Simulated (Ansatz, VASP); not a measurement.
**Two plane-wave programs on Mo**

```
Mo
1.0
     2.84603    0.00000    0.00000
    -1.42302    2.46474    0.00000
     0.00000    0.00000    9.90240
Mo
4
Cartesian
  -1.4230 2.4647 0.0000
  0.0000 0.0000 4.9512
  0.0000 1.6432 2.4756
  1.4230 0.8216 7.4268
```

Alike in both runs: task single point; functional PBE; k mesh 15 × 15 × 4; occupations fermi-dirac, width 0.1 eV; no spin polarisation.

|  | VASP | Ansatz |
| --- | --- | --- |
| version | VASP 6.6.1 | Ansatz 0.2.0 |
| potentials or method | VASP PAW PBE potentials, release 64 (Mo_sv), cutoff 520 eV | plane waves (420 eV) with PAW, scalar-relativistic |
| valence electrons in the cell | 56 | 56 |

|  | VASP | Ansatz | Ansatz less VASP |
| --- | --- | --- | --- |
| pressure (GPa) | -15.3 | -15.6 | -0.32 |
| traceless stress, the component that is largest in VASP (GPa) | 1.40 | 1.45 | +0.053 |
